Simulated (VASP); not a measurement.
# TmZnS3 (P4mm) in VASP: single point with PBE

Aim: the single point of TmZnS3 with PBE.

All numbers are computed with VASP 6.6.1; they aren't measurements. Logs are shortened: lines on timing, memory, paths and dates and some standing lists are left out, and cuts for length are marked.

## (1) The cell of the first run

Symmetry: P4mm, No. 99, tetragonal system. Conventional cell: a = 4.834 Å, b = 4.834 Å, c = 4.861 Å, α = 90.00°, β = 90.00°, γ = 90.00°. Within 3.0 Å of Tm (site symmetry 4mm) lie 6 S at 2.25 to 2.61 Å. Within 4.5 Å of Zn (site symmetry 4mm) lie 12 S at 3.42 to 3.43 Å and 8 Tm at 4.16 to 4.23 Å. Within 3.0 Å of S (site symmetry 4mm) lie 2 Tm at 2.25 to 2.61 Å. S (site symmetry 2mm) has 2 Tm at 2.42 Å within 3.2 Å.

The cell was generated, and may not be a known phase.

## (2) Single point, PBE

File INCAR:

```
SYSTEM = TmZnS3
PREC = Accurate
ENCUT = 520
EDIFF = 1E-7
ISMEAR = 0
SIGMA = 0.1
LREAL = .False.
LASPH = .True.
NELM = 60
ALGO = Normal
ISIF = 2
LWAVE = .False.
LCHARG = .False.
GGA = PE
NBANDS = 34
```

File KPOINTS:

```
regular mesh
0
Gamma
  4 4 4
  0 0 0
```

File POSCAR:

```
TmZnS3
1.0
    4.8337142300      0.0000000000      0.0000000000
    0.0000000000      4.8337142300      0.0000000000
    0.0000000000      0.0000000000      4.8605298700
Tm Zn S
1 1 3
Direct
    0.5000000000      0.5000000000      0.5120000200
    0.0000000000      0.0000000000      0.0000000000
    0.5000000000      0.5000000000      0.9739999800
    0.0000000000      0.5000000000      0.5000000000
    0.5000000000      0.0000000000      0.5000000000
```

Potentials or basis: VASP PAW PBE potentials, release 64 (Tm, Zn, S).

Launch:

```bash
$ cat potpaw_PBE.64/Tm/POTCAR potpaw_PBE.64/Zn/POTCAR potpaw_PBE.64/S/POTCAR > POTCAR
$ mpirun -np 1 vasp_std > vasp.out
```

OUTCAR:

```text
SYSTEM = TmZnS3
   PREC = Accurate
   ENCUT = 520
   EDIFF = 1E-7
   ISMEAR = 0
   LREAL = .False.
   LASPH = .True.
   NELM = 60
   ISIF = 2
   GGA = PE

 ion  position               nearest neighbor table
   1  0.500  0.500  0.512-   3 2.25   4 2.42   5 2.42   5 2.42   4 2.42   3 2.61
   2  0.000  0.000  0.000-
   3  0.500  0.500  0.974-   1 2.25   1 2.61
   4  0.000  0.500  0.500-   1 2.42   1 2.42
   5  0.500  0.000  0.500-   1 2.42   1 2.42

  LATTYP: Found a simple tetragonal cell.
 ALAT       =     4.8337142300
 C/A-ratio  =     1.0055476263

  Lattice vectors:

 A1 = (   4.8337142300,   0.0000000000,   0.0000000000)
 A2 = (   0.0000000000,   4.8337142300,   0.0000000000)
 A3 = (   0.0000000000,   0.0000000000,   4.8605298700)

Analysis of symmetry for initial positions (statically):
=====================================================================
 Subroutine PRICEL returns:
 Original cell was already a primitive cell.

 Routine SETGRP: Setting up the symmetry group for a
 simple tetragonal supercell.

 Subroutine GETGRP returns: Found  8 space group operations
 (whereof  8 operations were pure point group operations)
 out of a pool of 16 trial point group operations.

The static configuration has the point symmetry C_4v.

Analysis of symmetry for dynamics (positions and initial velocities):
=====================================================================
 Subroutine PRICEL returns:
 Original cell was already a primitive cell.

 Routine SETGRP: Setting up the symmetry group for a
 simple tetragonal supercell.

 Subroutine GETGRP returns: Found  8 space group operations
 (whereof  8 operations were pure point group operations)
 out of a pool of 16 trial point group operations.

The dynamic configuration has the point symmetry C_4v.

 Subroutine INISYM returns: Found  8 space group operations
 (whereof  8 operations are pure point group operations),
 and found     1 'primitive' translations

----------------------------------------------------------------------------------------

                                     Primitive cell

  volume of cell :     113.5653

  direct lattice vectors                    reciprocal lattice vectors
     4.833714230  0.000000000  0.000000000     0.206880248  0.000000000  0.000000000
     0.000000000  4.833714230  0.000000000     0.000000000  0.206880248  0.000000000
     0.000000000  0.000000000  4.860529870     0.000000000  0.000000000  0.205738886

  length of vectors
     4.833714230  4.833714230  4.860529870     0.206880248  0.206880248  0.205738886

  position of ions in fractional coordinates (direct lattice)
     0.500000000  0.500000000  0.512000020
     0.000000000  0.000000000  0.000000000
     0.500000000  0.500000000  0.973999980
     0.000000000  0.500000000  0.500000000
     0.500000000  0.000000000  0.500000000

  ion indices of the primitive-cell ions
   primitive index   ion index
                 1           1
                 2           2
                 3           3
                 4           4
                 5           5

----------------------------------------------------------------------------------------

 KPOINTS: regular mesh

Automatic generation of k-mesh.
 Grid dimensions read from file:
 generate k-points for:    4    4    4

 Generating k-lattice:

  Cartesian coordinates                     Fractional coordinates (reciprocal lattice)
     0.051720062  0.000000000  0.000000000     0.250000000  0.000000000  0.000000000
     0.000000000  0.051720062  0.000000000     0.000000000  0.250000000  0.000000000
     0.000000000  0.000000000  0.051434721     0.000000000  0.000000000  0.250000000

  Length of vectors
     0.051720062  0.051720062  0.051434721

  Shift w.r.t. Gamma in fractional coordinates (k-lattice)
     0.000000000  0.000000000  0.000000000

 Subroutine IBZKPT returns following result:
 ===========================================

 Found     18 irreducible k-points:

 Following reciprocal coordinates:
            Coordinates               Weight
  0.000000  0.000000  0.000000      1.000000
  0.250000  0.000000  0.000000      4.000000
  0.500000  0.000000  0.000000      2.000000
  0.250000  0.250000  0.000000      4.000000
  0.500000  0.250000  0.000000      4.000000
  0.500000  0.500000  0.000000      1.000000
[... 10 lines left out ...]
  0.500000  0.250000  0.500000      4.000000
  0.500000  0.500000  0.500000      1.000000
   k-points           NKPTS =     18   k-points in BZ     NKDIM =     18   number of bands    NBANDS=     34
   number of dos      NEDOS =    301   number of ions     NIONS =      5
   total plane-waves  NPLWV =  46656
   dimension x,y,z NGX =    36 NGY =   36 NGZ =   36
   dimension x,y,z NGXF=    72 NGYF=   72 NGZF=   72
   ions per type =               1   1   3
   NGX,Y,Z   is equivalent  to a cutoff of  12.38, 12.38, 12.31 a.u.
   NGXF,Y,Z  is equivalent  to a cutoff of  24.76, 24.76, 24.63 a.u.
 SYSTEM =  TmZnS3
   PREC   = accura    normal or accurate (medium, high low for compatibility)
   ISTART =      0    job   : 0-new  1-cont  2-samecut
   ICHARG =      2    charge: 1-file 2-atom 10-const
   ISPIN  =      1    spin polarized calculation?
   LNONCOLLINEAR =      F non collinear calculations
   LSORBIT =      F    spin-orbit coupling
   LASPH  =      T    aspherical Exc in radial PAW
   ENCUT  =  520.0 eV  38.22 Ry    6.18 a.u.   8.99  8.99  9.04*2*pi/ulx,y,z
   NELM   =     60;   NELMIN=  2; NELMDL= -5     # of ELM steps
   EDIFF  = 0.1E-06   stopping-criterion for ELM
   LREAL  =      F    real-space projection
   EDIFFG = 0.1E-05   stopping-criterion for IOM
   NSW    =      0    number of steps for IOM
   IBRION =     -1    ionic relax: 0-MD 1-quasi-New 2-CG
   NFREE  =      0    steps in history (QN), initial steepest desc. (CG)
   ISIF   =      2    stress and relaxation
   ISYM   =      2    0-nonsym 1-usesym 2-fastsym
   POTIM  = 0.5000    time-step for ionic-motion
   TEBEG  =    0.0;   TEEND  =   0.0 temperature during run
   PSTRESS=    0.0 pullay stress
   NELECT =      53.0000    total number of electrons
   NUPDOWN=      -1.0000    fix difference up-down
   EMIN   =  10.00;   EMAX   =-10.00  energy-range for DOS
   EFERMI =   0.00;   METHOD = LEGACY
   ISMEAR =     0;   SIGMA  =   0.10  broadening in eV -4-tet -1-fermi 0-gaus
   EFERMI_NEDOS =   21; number of points for ismear=-14 and -15
   IALGO  =     38    algorithm
   IMIX   =      4    mixing-type and parameters
     AMIX     =   0.40;   BMIX     =  1.00
     AMIX_MAG =   1.60;   BMIX_MAG =  1.00
  volume/ion in A,a.u.               =      22.71       153.28
  Fermi-wavevector in a.u.,A,eV,Ry     =   1.269848  2.399664 21.939570  1.612513
  Thomas-Fermi vector in A             =   2.402867
   LORBIT       =      0    0 simple, 1 ext, 2 COOP (PROOUT), +10 PAW based schemes
   GGA     = PE    functional components
   LHFCALC =     F    Hartree Fock is set to
   AEXX    =    0.0000 exact exchange contribution
   IVDW    =     0    specifies the selected vdW correction
   LEPSILON=     F    determine dielectric tensor
   LRPA    =     F    only Hartree local field effects (RPA)
 non-spin polarized calculation
 Gauss-broadening in eV      SIGMA  =   0.10
  energy-cutoff  :      520.00
  volume of cell :      113.57
 maximum number of plane-waves:      3112
 NGX is ok and might be reduce to    36
   NGX = 17   NGY = 17   NGZ = 19

 number of electron      53.0000017 magnetization

 Free energy of the ion-electron system (eV)
  ---------------------------------------------------
  ext. energy  EPLUGINS =         0.00000000
  ---------------------------------------------------
  free energy    TOTEN  =       -17.08556880 eV

  energy without entropy =      -17.00206725  energy(sigma->0) =      -17.04381802

 E-fermi :   2.1246     XC(G=0):  -9.6194

 val. band max:        2.1217735619   @ k =   0.2500   0.2500   0.2500
 cond. band min:       2.1418133397   @ k =   0.2500   0.2500   0.2500
 fundamental gap:      0.0200397778
 Fermi energy:         2.1246408694

 k-point     1 :       0.0000    0.0000    0.0000
  band No.  band energies     occupation
      1     -46.8319      2.00000
      2     -20.3876      2.00000
      3     -20.2694      2.00000
      4     -20.2694      2.00000
      5     -10.7025      2.00000
      6      -9.5249      2.00000
[... 26 lines left out ...]
     33       8.2598      0.00000
     34       8.2686      0.00000

 k-point     2 :       0.2500    0.0000    0.0000
  band No.  band energies     occupation
      1     -46.8316      2.00000
      2     -20.3864      2.00000
      3     -20.3216      2.00000
      4     -20.2682      2.00000
      5     -10.4796      2.00000
      6      -9.4797      2.00000
[... 26 lines left out ...]
     33       6.8790      0.00000
     34       8.1055      0.00000

 k-point     3 :       0.5000    0.0000    0.0000
  band No.  band energies     occupation
      1     -46.8314      2.00000
      2     -20.3852      2.00000
      3     -20.3725      2.00000
      4     -20.2670      2.00000
      5     -10.2902      2.00000
      6      -9.4635      2.00000
[... 26 lines left out ...]
     33       7.3433      0.00000
     34       8.4361      0.00000
[... 482 lines left out ...]
 k-point    17 :       0.5000    0.2500    0.5000
  band No.  band energies     occupation
      1     -46.8306      2.00000
      2     -20.4759      2.00000
      3     -20.3684      2.00000
      4     -20.3165      2.00000
      5      -9.4930      2.00000
      6      -9.0119      2.00000
[... 26 lines left out ...]
     33       9.3489      0.00000
     34       9.3599      0.00000

 k-point    18 :       0.5000    0.5000    0.5000
  band No.  band energies     occupation
      1     -46.8304      2.00000
      2     -20.4745      2.00000
      3     -20.3669      2.00000
      4     -20.3669      2.00000
      5      -8.9913      2.00000
      6      -8.9913      2.00000
[... 26 lines left out ...]
     33       9.6392      0.00000
     34       9.7961      0.00000

------------------------ aborting loop because EDIFF is reached ----------------------------------------

  FORCE on cell =-STRESS in cart. coord.  units (eV):
  Direction    XX          YY          ZZ          XY          YZ          ZX
  --------------------------------------------------------------------------------------
  -------------------------------------------------------------------------------------
  Total        6.3868792      6.3868792      8.1267244      0.0000000      0.0000000     -0.0000000
  in kB       90.1060026     90.1060026    114.6517151      0.0000000      0.0000000     -0.0000000
  external PRESSURE =      98.2879068 kB  Pullay stress =       0.0000000 kB

 VOLUME and BASIS-vectors are now :
 -----------------------------------------------------------------------------
  energy-cutoff  :      520.00
  volume of cell :      113.57
      direct lattice vectors                 reciprocal lattice vectors
     4.833714230  0.000000000  0.000000000     0.206880248  0.000000000  0.000000000
     0.000000000  4.833714230  0.000000000     0.000000000  0.206880248  0.000000000
     0.000000000  0.000000000  4.860529870     0.000000000  0.000000000  0.205738886

 POSITION                                       TOTAL-FORCE (eV/Angst)
 -----------------------------------------------------------------------------------
      2.41686      2.41686      2.48859         0.000000     -0.000000     -3.123653
      0.00000      0.00000      0.00000         0.000000      0.000000      0.068586
      2.41686      2.41686      4.73416         0.000000      0.000000      3.503402
      0.00000      2.41686      2.43026         0.000000      0.000000     -0.224167
      2.41686      0.00000      2.43026         0.000000      0.000000     -0.224167
 -----------------------------------------------------------------------------------
    total drift:                                0.000000      0.000000      0.000024

  FREE ENERGIE OF THE ION-ELECTRON SYSTEM (eV)
  ---------------------------------------------------
  free  energy   TOTEN  =       -17.0855687959 eV

  energy  without entropy=      -17.0020672510  energy(sigma->0) =      -17.04381802
```

It took 6.2 min on 1 thread of AMD EPYC 7R13, shared host; peak memory 0.23 GiB.

Results:

```
Free energy            : -17.0856 eV
Pressure               : 9.8 GPa
Largest force          : 3.503 eV/Å
Band gap on the k mesh : zero (an odd number of electrons rules out a gap without spin polarisation)
```

Forces on the atoms (eV/Å):
```
Tm   0.000  0.000 -3.124
Zn   0.000  0.000  0.069
S    0.000  0.000  3.503
S    0.000  0.000 -0.224
S    0.000  0.000 -0.224
```

Levels at points of the mesh, in eV from the Fermi level:
```
           k point  band 22  band 23  band 24  band 25  band 26  band 27  band 28  band 29  band 30  band 31
(0.00, 0.00, 0.00)    -1.26    -0.31    -0.07    -0.07    -0.07     0.78     0.78     0.79     2.95     3.06
(0.50, 0.00, 0.00)    -0.54    -0.45    -0.44    -0.31    -0.15     0.54     0.61     1.06     3.23     3.51
(0.50, 0.50, 0.00)    -0.57    -0.51    -0.32    -0.30    -0.30    -0.03     0.14     0.28     3.94     5.27
(0.00, 0.00, 0.50)    -0.55    -0.44    -0.44    -0.31    -0.17     0.62     0.62     1.04     3.10     3.53
(0.50, 0.00, 0.50)    -0.58    -0.50    -0.32    -0.32    -0.30    -0.05     0.15     0.28     3.97     5.37
(0.50, 0.50, 0.50)    -0.64    -0.53    -0.53    -0.52    -0.28     0.29     0.29     0.29     5.90     5.90
```

Caveat: the cell stands under pressure; spin-orbit coupling is left out, which moves the levels of the heavy elements; the run has no spin polarisation, though such a crystal can be magnetic; semilocal functionals describe open f shells poorly, which spoils levels, moments and volumes; forces of over 1 eV/Å act on the atoms, so gaps and moduli don't describe the material at rest.

The gap in the log of VASP goes by the Fermi energy; the results here count the filled bands.